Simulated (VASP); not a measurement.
Here is a VASP 6.6.1 calculation.

Contents of INCAR:

```
SYSTEM = Cu
PREC = Accurate ; ENCUT = 520
EDIFF = 1E-7 ; ISMEAR = 0
SIGMA = 0.15 ; LREAL = .FALSE.
LASPH = .TRUE. ; NELM = 80
ALGO = Fast ; ISIF = 2
LWAVE = .FALSE. ; LCHARG = .FALSE.
GGA = PS ; NBANDS = 12
```

File KPOINTS:

```
regular mesh
0
G
  24 24 24
  0 0 0
```

The input POSCAR:

```
Cu
1.0
   -1.4860771196      1.4860771196      1.4173638935
    1.4860771196     -1.4860771196      1.4173638935
    1.4860771196      1.4860771196     -1.4173638935
Cu
1
Direct
    0.0000000000      0.0000000000      0.0000000000
```

Potentials or basis: VASP PAW PBE potentials, release 64 (Cu).

Command:

```bash
$ cat potpaw_PBE.64/Cu/POTCAR > POTCAR
$ mpirun -np 1 vasp_std > vasp.out
```

What does it give for the pressure?

-12.0 GPa.

Stress tensor (GPa, compression positive):
```
-11.84   0.00   0.00
  0.00 -11.84   0.00
  0.00   0.00 -12.22
```

Caveat: the cell differs from its parent crystal (strain +0.030 along x and y, +0.030 along z); the PAW data sets were made with another functional, which shifts forces and pressure a little.
